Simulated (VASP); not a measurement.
# AlGaN2: single point with r2SCAN

AlGaN2:

```xyz
4
Lattice="3.3268 0.0000 0.0000 0.0000 3.3268 0.0000 0.0000 0.0000 4.2632" Properties=species:S:1:pos:R:3 pbc="T T T"
Al    1.6634    1.6634    2.1316
Ga    0.0000    0.0000    0.0000
N     1.6634    0.0000    3.1448
N     0.0000    1.6634    1.1183
```

This cell differs from its parent crystal: biaxial strain in the a-b plane: +6.0 %.

| Property | Result |
| --- | --- |
| Program | VASP 6.6.1 |
| Task | single point |
| Functional | r2SCAN |
| Potentials or basis | VASP PAW PBE potentials, release 64 (Al, Ga_d, N) |
| Cutoff | 520 eV |
| k mesh | 8 × 8 × 6 |
| Occupations | gaussian, width 0.02 eV |
| Spin | no spin polarisation |
| Dipole correction | no |
| Further INCAR settings | ALGO = Normal; EDIFF = 1e-07; NBANDS = 21 |

The pressure is -14.2 GPa, the largest force is 0.082 eV/Å and the band gap on the k mesh is 2.69 eV.

Forces on the atoms (eV/Å):
```
Al   0.000  0.000  0.000
Ga   0.000  0.000  0.000
N    0.000  0.000 -0.082
N    0.000  0.000  0.082
```

Stress tensor (GPa, compression positive):
```
-17.88   0.00   0.00
  0.00 -17.88   0.00
  0.00   0.00  -6.86
```

Levels at points of the mesh, in eV from the valence-band top:
| k point | band 9 | band 10 | band 11 | band 12 | band 13 | band 14 | band 15 | band 16 | band 17 | band 18 |
| --- | --- | --- | --- | --- | --- | --- | --- | --- | --- | --- |
| (0.00, 0.00, 0.00) | -2.70 | -2.70 | -0.14 | -0.14 | 0.00 | 2.69 | 3.75 | 6.81 | 11.42 | 11.50 |
| (0.50, 0.00, 0.00) | -4.22 | -2.42 | -2.33 | -1.36 | -1.04 | 6.73 | 7.30 | 7.84 | 7.95 | 11.34 |
| (0.50, 0.50, 0.00) | -5.11 | -1.97 | -1.91 | -1.91 | -1.84 | 3.95 | 3.95 | 7.00 | 9.48 | 12.46 |
| (0.00, 0.00, 0.50) | -2.30 | -1.81 | -1.81 | -1.26 | -1.26 | 5.60 | 5.79 | 7.63 | 8.77 | 12.12 |
| (0.50, 0.00, 0.50) | -5.88 | -1.32 | -0.87 | -0.62 | -0.24 | 4.96 | 6.39 | 9.51 | 9.76 | 9.77 |
| (0.50, 0.50, 0.50) | -4.39 | -3.73 | -3.16 | -3.02 | -3.02 | 7.15 | 7.15 | 8.74 | 10.76 | 11.64 |

Wall time 4.6 min on 1 thread of Intel Xeon 8259CL, on a shared host, peak memory 0.21 GiB.

Caveat: the cell differs from its parent crystal (biaxial strain in the a-b plane: +6.0 %); the cell stands under tension; the PAW data sets were made with another functional, which shifts forces and pressure a little.
